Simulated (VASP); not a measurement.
Si5Ge: single point with PBE

The system is Si5Ge.

```xyz
6
Lattice="4.5535 0.0000 0.0000 -2.2767 3.9434 0.0000 0.0000 0.0000 5.1736" Properties=species:S:1:pos:R:3 pbc="T T T"
Si    0.0000    2.6289    3.8567
Si    2.2767    1.3145    3.8567
Si    2.2767    1.3145    1.3169
Si    0.0000    2.6289    1.3169
Si    0.0000    0.0000    2.5868
Ge    0.0000    0.0000    0.0000
```

The cell was generated, and may not be a known phase.

| Quantity | Value |
| --- | --- |
| Program | VASP 6.6.1 |
| Task | single point |
| Functional | PBE |
| Potentials or basis | VASP PAW PBE potentials, release 64 (Si, Ge_d) |
| Cutoff | 500 eV |
| k mesh | 4 × 4 × 3 |
| Occupations | gaussian, width 0.2 eV |
| Spin | no spin polarisation |

The pressure is 0.1 GPa. The largest force is 0.004 eV/Å and the band gap on the k mesh is zero (bands 17 and 18 overlap by 3.78 eV).

Forces in eV/Å, atoms in the order of the input:
```
Si   0.000  0.000 -0.004
Si   0.000  0.000 -0.004
Si   0.000  0.000  0.004
Si   0.000  0.000  0.004
Si   0.000  0.000  0.000
Ge   0.000  0.000  0.000
```

Stress tensor (GPa, compression positive):
```
-0.11  0.00  0.00
 0.00 -0.11  0.00
 0.00  0.00  0.42
```

Levels at points of the mesh, in eV from the Fermi level:
```tsv
k point	band 15	band 16	band 17	band 18	band 19	band 20
(0.00, 0.00, 0.00)	-0.75	-0.71	-0.36	-0.36	-0.36	0.72
(0.50, 0.00, 0.00)	-2.02	-1.73	-0.31	1.56	1.72	2.40
```

Run time: 22 s on 1 thread of Intel Xeon 8259CL (shared host), peak memory 0.21 GiB.

Caveat: the k points lie up to 0.40 Å⁻¹ apart, too coarse for converged energies and pressures of a metal.
